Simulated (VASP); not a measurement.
CaO (kpbe):

```
Ca O
1.0
     0.00000    2.45350    2.45350
     2.45350    0.00000    2.45350
     2.45350    2.45350    0.00000
Ca O
1 1
Direct
  0.00000 0.00000 0.00000
  0.50000 0.50000 0.50000
```

| Quantity | Value |
| --- | --- |
| Program | VASP 6.6.1 |
| Task | relaxation of cell and atoms |
| Functional | PBE |
| Potentials or basis | VASP PAW PBE potentials, release 64 (Ca_sv, O) |
| Cutoff | 600 eV |
| k mesh | 8 × 8 × 8 |
| Occupations | gaussian, width 0.02 eV |
| Spin | no spin polarisation |

At the start: pressure -4.1 GPa; volume 14.77 Å³/atom.

Problem. How do energy, volume and symmetry change on relaxing?

Solution. Over 3 steps the energy falls by 8.3 meV/atom and the volume is 14.15 Å³/atom (-4.2 %); space group Fm-3m (No. 225, to 0.05 Å).

Step by step:
| step | energy change (eV) | largest force (eV/Å) | pressure (GPa) | volume (Å³) |
| --- | --- | --- | --- | --- |
| 1 | 0.0000 | 0.0000 | -4.12 | 29.54 |
| 2 | -0.0150 | 0.0000 | 1.36 | 27.94 |
| 3 | -0.0165 | 0.0000 | 0.00 | 28.30 |

Final structure:
```cif
data_structure
_symmetry_space_group_name_H-M 'P 1'
_symmetry_Int_Tables_number 1
_cell_length_a 3.4205
_cell_length_b 3.4205
_cell_length_c 3.4205
_cell_angle_alpha 60.000
_cell_angle_beta 60.000
_cell_angle_gamma 60.000
_cell_volume 28.30
loop_
_atom_site_label
_atom_site_type_symbol
_atom_site_fract_x
_atom_site_fract_y
_atom_site_fract_z
_atom_site_occupancy
Ca1 Ca 0.00000 0.00000 0.00000 1
O1 O 0.50000 0.50000 0.50000 1
```
